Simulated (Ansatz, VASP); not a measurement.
# BAs3 in VASP and in Ansatz

INCAR

```
SYSTEM = BAs3
PREC = Accurate
ENCUT = 600
EDIFF = 1E-6
ISMEAR = 0
SIGMA = 0.1
LREAL = .FALSE.
LASPH = .TRUE.
NELM = 100
ALGO = Normal
ISIF = 3
LWAVE = .FALSE.
LCHARG = .FALSE.
GGA = PE
IBRION = 2
NSW = 100
EDIFFG = -0.01
```

The input KPOINTS:

```
Automatic mesh
0
G
  12 12 12
  0 0 0
```

Contents of POSCAR:

```
BAs3
1.0
    4.0678696956      0.0000000000      0.0000000000
    0.0000000000      4.0678696956      0.0000000000
    0.0000000000      0.0000000000      4.0678696956
B As
1 3
Direct
    0.0000000000      0.0000000000      0.0000000000
    0.0000000000      0.5000000000      0.5000000000
    0.5000000000      0.0000000000      0.5000000000
    0.5000000000      0.5000000000      0.0000000000
```

Input for Ansatz:

```yaml
crystal:
  lattice:
    - [4.0678696956, 0.0, 0.0]
    - [0.0, 4.0678696956, 0.0]
    - [0.0, 0.0, 4.0678696956]
  atoms:
    - { symbol: B, position: [0.0, 0.0, 0.0] }
    - { symbol: As, position: [0.0, 0.5, 0.5] }
    - { symbol: As, position: [0.5, 0.0, 0.5] }
    - { symbol: As, position: [0.5, 0.5, 0.0] }
basis:
  ecutwfc: 420
kpoints:
  mp_grid: { grid: [12, 12, 12] }
hamiltonian:
  xc: pbe
scf:
  occupations: { method: gaussian, width: 0.1 }
output:
  forces: true
  stress: true
  eigenvalues: true
relax:
  adjacent_minimum: "off"
  f_tol: 0.01
  max_steps: 80
  cell: { stress_tol: 0.05 }
```

Alike in both runs: task relaxation of cell and atoms; functional PBE; k mesh 12 × 12 × 12; occupations gaussian, width 0.1 eV; no spin polarisation.

|  | VASP | Ansatz |
| --- | --- | --- |
| version | VASP 6.6.1 | Ansatz 0.2.0 |
| potentials or method | VASP PAW PBE potentials, release 64 (B, As), cutoff 600 eV | scalar-relativistic, plane waves, PAW |
| valence electrons in the cell | 18 | 48 |

Ansatz gave:

```
gap on the k mesh at the Fermi level, each at its own relaxed structure (eV) : none
relaxed volume (Å³/atom)                                                     : 16.86
relaxed length of the cell vector where the two differ most in proportion (Å)              : 4.071
```

**Question.** Estimate VASP's values.

**Answer.** gap on the k mesh at the Fermi level, each at its own relaxed structure (eV): none; relaxed volume (Å³/atom): 16.89; relaxed length of the cell vector where the two differ most in proportion (Å): 4.073.

A gap of «none» marks a metal or a gap that the smearing closes. VASP's potentials hold 18 valence electrons a cell and Ansatz's 48, so a difference there can come from the potentials and not from the codes.
